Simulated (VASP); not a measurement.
A run of VASP 6.6.1 is set up as follows.

The input INCAR:

```
  PREC = Accurate
  ENCUT = 520
  EDIFF = 1E-7
  ISMEAR = 0
  SIGMA = 0.05
  LREAL = F
  LASPH = T
  NELM = 60
  ALGO = Normal
  ISIF = 2
  LWAVE = F
  LCHARG = F
  GGA = CA
  NBANDS = 35
```

File KPOINTS:

```
regular mesh
0
Gamma
  6 6 8
```

The input POSCAR:

```
SnO2
1.0
    4.7222897775      0.0000000000      0.0000000000
    0.0000000000      4.7228698889      0.0000000000
    0.0000000000      0.0000000000      3.1904047622
Sn O
2 4
Direct
    0.5000000000      0.5000000000      0.5000000000
    0.0000000000      0.0000000000      0.0000000000
    0.3059833077      0.3450716815      0.0000000000
    0.8059833077      0.1549283185      0.5000000000
    0.1940166923      0.8450716815      0.5000000000
    0.6940166923      0.6549283185      0.0000000000
```

Potentials or basis: VASP PAW LDA potentials, release 64 (Sn_d, O).

Run with:

```console
$ cat potpaw_LDA.64/Sn_d/POTCAR potpaw_LDA.64/O/POTCAR > POTCAR
$ mpirun -np 1 vasp_std > vasp.out
```

(1) Predict the band gap on the k mesh.

(2) Estimate the pressure.

(3) Predict the largest force.

## Answers

(1) 1.55 eV.

(2) 8.9 GPa.

(3) 3.303 eV/Å.

Caveat: the cell differs from its parent crystal (atoms shifted along a free coordinate); the cell stands under pressure; spin-orbit coupling is left out, which moves the levels of the heavy elements; forces of over 1 eV/Å act on the atoms, so gaps and moduli don't describe the material at rest.
